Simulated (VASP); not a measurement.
Input of a VASP 6.6.1 run:

POSCAR

```
RbLaTe2
1.0
    7.6980810000     -1.0910460000     -0.0950010000
    0.3478430000      7.0547340000     -0.2939850000
    0.0870050000      1.0086240000      5.9300200000
Te La Rb
4 2 2
Direct
    0.0984370000      0.0500690000      0.4995440000
    0.1974890000      0.7378650000      0.1528650000
    0.4391440000      0.4385550000      0.2185490000
    0.4676960000      0.5301040000      0.7221230000
    0.0848880000      0.2662780000      0.9669600000
    0.8197890000      0.8045380000      0.8823050000
    0.5629040000      0.9799070000      0.3510270000
    0.8479940000      0.4631550000      0.4345900000
```

The input INCAR.step1:

```
PREC = Accurate
ENCUT = 520
ISMEAR = -1
SIGMA = 0.1
LREAL = False
LASPH = True
NELM = 60
NBANDS = 42
GGA = PE
ALGO = Normal
EDIFF = 1E-4
LWAVE = True
LCHARG = False
```

INCAR.step2

```
PREC = Accurate
ENCUT = 520
EDIFF = 1E-6
ISMEAR = -1
SIGMA = 0.1
LREAL = False
LASPH = True
NELM = 60
ALGO = Normal
ISIF = 2
LWAVE = False
LCHARG = True
METAGGA = R2SCAN
LMIXTAU = True
LELF = True
LVHAR = True
NBANDS = 42
ISTART = 1
```

The input KPOINTS:

```
Automatic mesh
0
Gamma
  3 3 3
```

Potentials or basis: VASP PAW PBE potentials, release 64 (Te, La, Rb_sv).

Command:

```console
$ cat potpaw_PBE.64/Te/POTCAR potpaw_PBE.64/La/POTCAR potpaw_PBE.64/Rb_sv/POTCAR > POTCAR
$ cp INCAR.step1 INCAR
$ mpirun -np 1 vasp_std > vasp.out
$ cp INCAR.step2 INCAR
$ mpirun -np 1 vasp_std > vasp.out
```

**Question.** What does it give for the largest force?

**Answer.** 2.866 eV/Å.

**Question.** Estimate the band gap on the k mesh.

**Answer.** 0.16 eV (least direct gap 0.18 eV).

**Question.** Estimate the pressure.

**Answer.** 0.4 GPa.

Forces on the atoms (eV/Å):
```
Te  -1.300  0.629  0.832
Te  -2.307  1.167 -1.238
Te   1.207 -0.920 -0.180
Te  -0.023 -0.105 -0.117
La   1.319 -0.033  0.342
La   1.136 -0.775 -0.045
Rb  -0.265  0.103  0.137
Rb   0.233 -0.064  0.270
```

Caveat: semilocal functionals underestimate gaps, and a narrow one can read as zero; the PAW data sets were made with another functional, which shifts forces and pressure a little; spin-orbit coupling is left out, which moves the levels of the heavy elements.
